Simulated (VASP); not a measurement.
# GaCuSe2 (P4/nmm) in VASP: settings compared

GaCuSe2 is run at these levels: PBE, r2SCAN; tasks: single point.

All numbers are computed with VASP 6.6.1; they aren't measurements. Logs are shortened: lines on timing, memory, paths and dates and some standing lists are left out, and cuts for length are marked.

## (1) The cell of the first run

It takes space group P4/nmm (No. 129, tetragonal). Conventional cell: a = 3.720 Å, b = 3.720 Å, c = 11.021 Å, α = 90.00°, β = 90.00°, γ = 90.00°. Within 3.5 Å of Cu (site symmetry 4mm) lie 6 Se at 2.63 to 2.71 Å. Within 3.4 Å of Se (site symmetry 4mm) lie 1 Ga at 2.56 Å and 5 Cu at 2.63 to 2.71 Å. Within 3.5 Å of Se (site symmetry 4mm) lie 5 Ga at 2.64 to 3.09 Å and 1 Cu at 2.66 Å. Ga (site symmetry 4mm) has 6 Se at 2.56 to 3.09 Å within 3.4 Å.

## (2) Single point, PBE

File INCAR:

```
SYSTEM = GaCuSe2
PREC     = Accurate       ! precision mode
ENCUT    = 520            ! plane-wave cutoff, eV
EDIFF    = 1E-6           ! SCF threshold, eV
ISMEAR   = -1             ! smearing method
SIGMA    = 0.02           ! smearing width, eV
LREAL    = .FALSE.        ! projectors in reciprocal space
LASPH    = .TRUE.         ! aspherical terms in the spheres
NELM     = 60             ! most SCF steps
ALGO     = Normal         ! electronic algorithm
ISIF     = 2              ! what is computed and relaxed
LWAVE    = .FALSE.        ! write WAVECAR
LCHARG   = .FALSE.        ! write CHGCAR
GGA      = PE             ! functional
NBANDS   = 46             ! bands
```

File KPOINTS:

```
regular mesh
0
G
  6 6 2
  0 0 0
```

File POSCAR:

```
GaCuSe2
1.0
    3.7203375089      0.0000000000      0.0000000000
    0.0000000000      3.7203375089      0.0000000000
    0.0000000000      0.0000000000     11.0211218891
Cu Se Ga
2 4 2
Direct
    0.5000000000      0.0000000000      0.8702163120
    0.0000000000      0.5000000000      0.1297836880
    0.5000000000      0.0000000000      0.1161797217
    0.0000000000      0.5000000000      0.3715333675
    0.5000000000      0.0000000000      0.6284666325
    0.0000000000      0.5000000000      0.8838202783
    0.5000000000      0.0000000000      0.3481905183
    0.0000000000      0.5000000000      0.6518094817
```

Potentials or basis: VASP PAW PBE potentials, release 64 (Cu, Se, Ga_d).

Started as:

```bash
cat potpaw_PBE.64/Cu/POTCAR potpaw_PBE.64/Se/POTCAR potpaw_PBE.64/Ga_d/POTCAR > POTCAR
mpirun -np 1 vasp_std > vasp.out
```

OUTCAR:

```text
SYSTEM = GaCuSe2
   PREC = Accurate
   ENCUT = 520
   EDIFF = 1E-6
   ISMEAR = -1
   LREAL = .FALSE.
   LASPH = .TRUE.
   NELM = 60
   ISIF = 2
   GGA = PE

 ion  position               nearest neighbor table
   1  0.500  0.000  0.870-   6 2.63   6 2.63   6 2.63   6 2.63   5 2.66   3 2.71
   2  0.000  0.500  0.130-   3 2.63   3 2.63   3 2.63   3 2.63   4 2.66   6 2.71
   3  0.500  0.000  0.116-   7 2.56   2 2.63   2 2.63   2 2.63   2 2.63   1 2.71
   4  0.000  0.500  0.372-   7 2.64   7 2.64   7 2.64   7 2.64   2 2.66
   5  0.500  0.000  0.628-   8 2.64   8 2.64   8 2.64   8 2.64   1 2.66
   6  0.000  0.500  0.884-   8 2.56   1 2.63   1 2.63   1 2.63   1 2.63   2 2.71
   7  0.500  0.000  0.348-   3 2.56   4 2.64   4 2.64   4 2.64   4 2.64
   8  0.000  0.500  0.652-   6 2.56   5 2.64   5 2.64   5 2.64   5 2.64

  LATTYP: Found a simple tetragonal cell.
 ALAT       =     3.7203375089
 C/A-ratio  =     2.9623984014

  Lattice vectors:

 A1 = (   3.7203375089,   0.0000000000,   0.0000000000)
 A2 = (   0.0000000000,   3.7203375089,   0.0000000000)
 A3 = (   0.0000000000,   0.0000000000,  11.0211218891)

Analysis of symmetry for initial positions (statically):
=====================================================================
 Subroutine PRICEL returns:
 Original cell was already a primitive cell.

 Routine SETGRP: Setting up the symmetry group for a
 simple tetragonal supercell.

 Subroutine GETGRP returns: Found 16 space group operations
 (whereof  8 operations were pure point group operations)
 out of a pool of 16 trial point group operations.

The static configuration has the point symmetry D_2d.
 The point group associated with its full space group is D_4h.

Analysis of symmetry for dynamics (positions and initial velocities):
=====================================================================
 Subroutine PRICEL returns:
 Original cell was already a primitive cell.

 Routine SETGRP: Setting up the symmetry group for a
 simple tetragonal supercell.

 Subroutine GETGRP returns: Found 16 space group operations
 (whereof  8 operations were pure point group operations)
 out of a pool of 16 trial point group operations.

The dynamic configuration has the point symmetry D_2d.
 The point group associated with its full space group is D_4h.

 Subroutine INISYM returns: Found 16 space group operations
 (whereof  8 operations are pure point group operations),
 and found     1 'primitive' translations

----------------------------------------------------------------------------------------

                                     Primitive cell

  volume of cell :     152.5424

  direct lattice vectors                    reciprocal lattice vectors
     3.720337509  0.000000000  0.000000000     0.268792817  0.000000000  0.000000000
     0.000000000  3.720337509  0.000000000     0.000000000  0.268792817  0.000000000
     0.000000000  0.000000000 11.021121889     0.000000000  0.000000000  0.090734864

  length of vectors
     3.720337509  3.720337509 11.021121889     0.268792817  0.268792817  0.090734864

  position of ions in fractional coordinates (direct lattice)
     0.500000000  0.000000000  0.870216312
     0.000000000  0.500000000  0.129783688
     0.500000000  0.000000000  0.116179722
     0.000000000  0.500000000  0.371533367
     0.500000000  0.000000000  0.628466633
     0.000000000  0.500000000  0.883820278
     0.500000000  0.000000000  0.348190518
     0.000000000  0.500000000  0.651809482

  ion indices of the primitive-cell ions
   primitive index   ion index
                 1           1
                 2           2
                 3           3
                 4           4
                 5           5
                 6           6
                 7           7
                 8           8

----------------------------------------------------------------------------------------

 KPOINTS: regular mesh

Automatic generation of k-mesh.
 Grid dimensions read from file:
 generate k-points for:    6    6    2

 Generating k-lattice:

  Cartesian coordinates                     Fractional coordinates (reciprocal lattice)
     0.044798803  0.000000000  0.000000000     0.166666667  0.000000000  0.000000000
     0.000000000  0.044798803  0.000000000     0.000000000  0.166666667  0.000000000
     0.000000000  0.000000000  0.045367432     0.000000000  0.000000000  0.500000000

  Length of vectors
     0.044798803  0.044798803  0.045367432

  Shift w.r.t. Gamma in fractional coordinates (k-lattice)
     0.000000000  0.000000000  0.000000000

 Subroutine IBZKPT returns following result:
 ===========================================

 Found     20 irreducible k-points:

 Following reciprocal coordinates:
            Coordinates               Weight
  0.000000  0.000000  0.000000      1.000000
  0.166667  0.000000  0.000000      4.000000
  0.333333  0.000000  0.000000      4.000000
  0.500000  0.000000  0.000000      2.000000
[... 47 lines left out ...]
   LORBIT       =      0    0 simple, 1 ext, 2 COOP (PROOUT), +10 PAW based schemes
   GGA     = PE    functional components
   LHFCALC =     F    Hartree Fock is set to
   AEXX    =    0.0000 exact exchange contribution
   IVDW    =     0    specifies the selected vdW correction
   LEPSILON=     F    determine dielectric tensor
   LRPA    =     F    only Hartree local field effects (RPA)
 non-spin polarized calculation
  energy-cutoff  :      520.00
  volume of cell :      152.54
 maximum number of plane-waves:      4136
 NGX is ok and might be reduce to    28
   NGX = 13   NGY = 13   NGZ = 41

 number of electron      72.0000047 magnetization

 Free energy of the ion-electron system (eV)
  ---------------------------------------------------
  ext. energy  EPLUGINS =         0.00000000
  ---------------------------------------------------
  free energy    TOTEN  =       -29.08944451 eV

  energy without entropy =      -29.08661628  energy(sigma->0) =      -29.08803040

 E-fermi :   4.9266     XC(G=0): -10.5639

 val. band max:        4.8797602671   @ k =   0.3333   0.3333   0.0000
 cond. band min:       4.9739282918   @ k =   0.1667   0.0000   0.5000
 fundamental gap:      0.0941680247
 Fermi energy:         4.9266150109

 k-point     1 :       0.0000    0.0000    0.0000
  band No.  band energies     occupation
      1     -10.1307      2.00000
      2     -10.0948      2.00000
      3      -9.9193      2.00000
      4      -9.9167      2.00000
      5      -9.9106      2.00000
      6      -9.9090      2.00000
[... 38 lines left out ...]
     45      11.4498      0.00000
     46      12.6797      0.00000

 k-point     2 :       0.1667    0.0000    0.0000
  band No.  band energies     occupation
      1     -10.0896      2.00000
      2     -10.0473      2.00000
      3      -9.9212      2.00000
      4      -9.9200      2.00000
      5      -9.9120      2.00000
      6      -9.9093      2.00000
[... 38 lines left out ...]
     45      11.1255      0.00000
     46      11.5875      0.00000

 k-point     3 :       0.3333    0.0000    0.0000
  band No.  band energies     occupation
      1     -10.0147      2.00000
      2      -9.9831      2.00000
      3      -9.9420      2.00000
      4      -9.9415      2.00000
      5      -9.8975      2.00000
      6      -9.8927      2.00000
[... 38 lines left out ...]
     45       9.9075      0.00000
     46      10.2335      0.00000

 k-point     4 :       0.5000    0.0000    0.0000
  band No.  band energies     occupation
      1      -9.9715      2.00000
      2      -9.9715      2.00000
      3      -9.9522      2.00000
      4      -9.9522      2.00000
      5      -9.8944      2.00000
      6      -9.8944      2.00000
[... 724 lines left out ...]
     45      11.1114      0.00000
     46      11.3921      0.00000

 k-point    19 :       0.5000    0.3333    0.5000
  band No.  band energies     occupation
      1     -10.1576      2.00000
      2     -10.1576      2.00000
      3      -9.9439      2.00000
      4      -9.9439      2.00000
      5      -9.8867      2.00000
      6      -9.8867      2.00000
[... 38 lines left out ...]
     45      11.5368      0.00000
     46      11.5368      0.00000

 k-point    20 :       0.5000    0.5000    0.5000
  band No.  band energies     occupation
      1     -10.2079      2.00000
      2     -10.2079      2.00000
      3      -9.9377      2.00000
      4      -9.9377      2.00000
      5      -9.8877      2.00000
      6      -9.8877      2.00000
[... 38 lines left out ...]
     45      11.5561      0.00000
     46      11.5561      0.00000

------------------------ aborting loop because EDIFF is reached ----------------------------------------

  FORCE on cell =-STRESS in cart. coord.  units (eV):
  Direction    XX          YY          ZZ          XY          YZ          ZX
  --------------------------------------------------------------------------------------
  -------------------------------------------------------------------------------------
  Total        0.1842462      0.1842462      0.2107308      0.0000000      0.0000000      0.0000000
  in kB        1.9351677      1.9351677      2.2133397      0.0000000      0.0000000      0.0000000
  external PRESSURE =       2.0278917 kB  Pullay stress =       0.0000000 kB

 VOLUME and BASIS-vectors are now :
 -----------------------------------------------------------------------------
  energy-cutoff  :      520.00
  volume of cell :      152.54
      direct lattice vectors                 reciprocal lattice vectors
     3.720337509  0.000000000  0.000000000     0.268792817  0.000000000  0.000000000
     0.000000000  3.720337509  0.000000000     0.000000000  0.268792817  0.000000000
     0.000000000  0.000000000 11.021121889     0.000000000  0.000000000  0.090734864

 POSITION                                       TOTAL-FORCE (eV/Angst)
 -----------------------------------------------------------------------------------
      1.86017      0.00000      9.59076         0.000000      0.000000      0.002026
      0.00000      1.86017      1.43036        -0.000000      0.000000     -0.002026
      1.86017      0.00000      1.28043        -0.000000      0.000000      0.001559
      0.00000      1.86017      4.09471        -0.000000     -0.000000      0.012656
      1.86017      0.00000      6.92641        -0.000000      0.000000     -0.012656
      0.00000      1.86017      9.74069        -0.000000      0.000000     -0.001559
      1.86017      0.00000      3.83745         0.000000      0.000000      0.003102
      0.00000      1.86017      7.18367         0.000000      0.000000     -0.003102
 -----------------------------------------------------------------------------------
    total drift:                                0.000000      0.000000      0.000000

  FREE ENERGIE OF THE ION-ELECTRON SYSTEM (eV)
  ---------------------------------------------------
  free  energy   TOTEN  =       -29.0894445150 eV

  energy  without entropy=      -29.0866162780  energy(sigma->0) =      -29.08803040
```

Wall time 2.9 min (1 thread of Intel Xeon 6975P-C, shared host); peak memory 0.32 GiB.

What came out:

```yaml
Free_energy: -29.0894 eV
Pressure: 0.2 GPa
Largest_force: 0.013 eV/Å
Band_gap_on_the_k_mesh: zero (band 36 reaches 5.79 eV, above the bottom of band 37 at 3.69 eV)
```

Forces in eV/Å, atoms in the order of the input:
```
Cu   0.000  0.000  0.002
Cu   0.000  0.000 -0.002
Se   0.000  0.000  0.002
Se   0.000  0.000  0.013
Se   0.000  0.000 -0.013
Se   0.000  0.000 -0.002
Ga   0.000  0.000  0.003
Ga   0.000  0.000 -0.003
```

Levels at points of the mesh, in eV from the Fermi level:
| k point | band 34 | band 35 | band 36 | band 37 | band 38 | band 39 |
| --- | --- | --- | --- | --- | --- | --- |
| (0.00, 0.00, 0.00) | -1.06 | -0.72 | -0.72 | -0.68 | -0.54 | 2.01 |
| (0.50, 0.00, 0.00) | -0.07 | 0.86 | 0.86 | 2.34 | 2.34 | 3.04 |
| (0.50, 0.50, 0.00) | -1.89 | -1.74 | -1.74 | -1.24 | -1.24 | 2.79 |
| (0.00, 0.00, 0.50) | -1.17 | -0.88 | -0.80 | -0.80 | -0.13 | 1.93 |
| (0.50, 0.00, 0.50) | -0.75 | 0.85 | 0.85 | 2.58 | 2.58 | 3.01 |
| (0.50, 0.50, 0.50) | -1.82 | -1.65 | -1.65 | -0.84 | -0.84 | 1.60 |

With open d or f shells a metallic result of PBE can be an artefact of self-interaction; +U or a hybrid may open a gap.

## (3) Single point, PBE

This run uses another cell than the first one, of 19.82 Å³/atom, 1.039 times its volume.

File INCAR:

```
PREC = Accurate
ENCUT = 520
EDIFF = 1E-6
ISMEAR = -1
SIGMA = 0.02
LREAL = False
LASPH = True
NELM = 60
ALGO = Normal
ISIF = 2
LWAVE = False
LCHARG = False
GGA = PE
NBANDS = 46
```

File KPOINTS:

```
regular mesh
0
Gamma
  8 8 2
```

File POSCAR:

```
GaCuSe2
1.0
    3.5511975048      0.0000000000      0.0000000000
    0.0000000000      3.5511975048      0.0000000000
    0.0000000000      0.0000000000     12.5709481233
Cu Se Ga
2 4 2
Direct
    0.5000000000      0.0000000000      0.8924160378
    0.0000000000      0.5000000000      0.1075839622
    0.5000000000      0.0000000000      0.1165818880
    0.0000000000      0.5000000000      0.3702742042
    0.5000000000      0.0000000000      0.6297257958
    0.0000000000      0.5000000000      0.8834181120
    0.5000000000      0.0000000000      0.3167047425
    0.0000000000      0.5000000000      0.6832952575
```

Potentials or basis: VASP PAW PBE potentials, release 64 (Cu, Se, Ga_d).

Started as:

```bash
cat potpaw_PBE.64/Cu/POTCAR potpaw_PBE.64/Se/POTCAR potpaw_PBE.64/Ga_d/POTCAR > POTCAR
mpirun -np 1 vasp_std > vasp.out
```

It took 4.8 min on 1 thread of Intel Xeon 6975P-C, shared host; peak memory 0.37 GiB.

The run converged. Its results:

| Property | Result |
| --- | --- |
| Free energy | -29.1348 eV |
| Pressure | 2.3 GPa |
| Largest force | 0.215 eV/Å |
| Band gap on the k mesh | zero (band 36 reaches 5.85 eV, above the bottom of band 37 at 3.21 eV) |

Forces in eV/Å, atoms in the order of the input:
```
Cu   0.000  0.000  0.034
Cu   0.000  0.000 -0.034
Se   0.000  0.000 -0.203
Se   0.000  0.000  0.215
Se   0.000  0.000 -0.215
Se   0.000  0.000  0.203
Ga   0.000  0.000  0.003
Ga   0.000  0.000 -0.003
```

Stress tensor (GPa, compression positive):
```
2.39 0.00 0.00
0.00 2.39 0.00
0.00 0.00 2.01
```

Levels at points of the mesh, in eV from the Fermi level:
```csv
k point,band 33,band 34,band 35,band 36,band 37,band 38,band 39,band 40
"(0.00, 0.00, 0.00)",-1.80,-1.22,-1.20,-1.20,-0.97,-0.59,1.65,2.03
"(0.50, 0.00, 0.00)",-0.73,-0.73,1.02,1.02,1.71,1.71,3.54,3.54
"(0.50, 0.50, 0.00)",-2.15,-2.15,-1.87,-1.87,-1.62,-1.62,1.14,1.14
"(0.00, 0.00, 0.50)",-1.70,-1.70,-1.22,-1.22,-0.68,-0.49,1.58,2.39
"(0.50, 0.00, 0.50)",-0.73,-0.73,1.02,1.02,2.28,2.28,3.11,3.11
"(0.50, 0.50, 0.50)",-2.08,-2.08,-1.82,-1.82,-1.42,-1.42,0.82,0.82
```

## (4) Single point, r2SCAN

This run uses another cell than the first one, of 19.82 Å³/atom, 1.039 times its volume.

POSCAR is that of step 3.

File INCAR.step1:

```
PREC = Accurate ; ENCUT = 520
ISMEAR = -1 ; SIGMA = 0.02
LREAL = False ; LASPH = True
NELM = 60 ; NBANDS = 46
GGA = PE ; ALGO = Normal
EDIFF = 1E-4 ; LWAVE = True
LCHARG = False
```

File INCAR.step2:

```
PREC = Accurate ; ENCUT = 520
EDIFF = 1E-6 ; ISMEAR = -1
SIGMA = 0.02 ; LREAL = False
LASPH = True ; NELM = 60
ALGO = Normal ; ISIF = 2
LWAVE = False ; LCHARG = False
METAGGA = R2SCAN ; LMIXTAU = True
NBANDS = 46 ; ISTART = 1
```

File KPOINTS:

```
regular mesh
0
Gamma
  6 6 2
```

Started as:

```bash
cat potpaw_PBE.64/Cu/POTCAR potpaw_PBE.64/Se/POTCAR potpaw_PBE.64/Ga_d/POTCAR > POTCAR
cp INCAR.step1 INCAR
mpirun -np 1 vasp_std > vasp.out
cp INCAR.step2 INCAR
mpirun -np 1 vasp_std > vasp.out
```

It took 10 min on 1 thread of Intel Xeon 6975P-C, shared host; peak memory 0.37 GiB.

It converged, with:

```yaml
Free_energy: -104.2457 eV
Pressure: 0.0 GPa
Largest_force: 0.024 eV/Å
Band_gap_on_the_k_mesh: zero (band 36 reaches 5.67 eV, above the bottom of band 37 at 3.03 eV)
```

Forces in eV/Å, atoms in the order of the input:
```
Cu   0.000  0.000  0.009
Cu   0.000  0.000 -0.009
Se   0.000  0.000 -0.002
Se   0.000  0.000  0.005
Se   0.000  0.000 -0.005
Se   0.000  0.000  0.002
Ga   0.000  0.000 -0.024
Ga   0.000  0.000  0.024
```

Levels at points of the mesh, in eV from the Fermi level:
```tsv
k point	band 33	band 34	band 35	band 36	band 37	band 38	band 39	band 40
(0.00, 0.00, 0.00)	-1.68	-1.07	-1.07	-0.82	-0.69	-0.14	2.32	2.83
(0.50, 0.00, 0.00)	-0.56	-0.56	1.29	1.29	2.29	2.29	4.22	4.22
(0.50, 0.50, 0.00)	-1.92	-1.92	-1.64	-1.64	-1.35	-1.35	1.64	1.64
(0.00, 0.00, 0.50)	-1.56	-1.55	-1.10	-1.10	-0.25	-0.08	2.27	3.17
(0.50, 0.00, 0.50)	-0.56	-0.56	1.28	1.28	2.83	2.83	3.80	3.80
(0.50, 0.50, 0.50)	-1.82	-1.82	-1.57	-1.57	-1.23	-1.23	1.35	1.35
```

Caveat: the PAW data sets were made with another functional, which shifts forces and pressure a little. With open d or f shells a metallic result of r2SCAN can be an artefact of self-interaction; +U or a hybrid may open a gap.

## (5) The runs side by side

```tsv
level	cell	k mesh	gap on the mesh (eV)	pressure (GPa)	largest force (eV/Å)
PBE	a = 3.720, b = 3.720, c = 11.021 Å, 8 atoms	6 × 6 × 2	none	0.2	0.01
PBE	a = 3.551, b = 3.551, c = 12.571 Å, 8 atoms	8 × 8 × 2	none	2.3	0.22
r2SCAN	a = 3.551, b = 3.551, c = 12.571 Å, 8 atoms	6 × 6 × 2	none	0.0	0.02
```

Alike in all rows: task single point; potentials or basis VASP PAW PBE potentials, release 64 (Cu, Se, Ga_d); no spin polarisation; cutoff (eV) 520; smearing fermi-dirac 0.02 eV.

Caveats: the PAW data sets were made with another functional, which shifts forces and pressure a little (some runs).

Absolute energies hang on the potentials; compare differences alone.
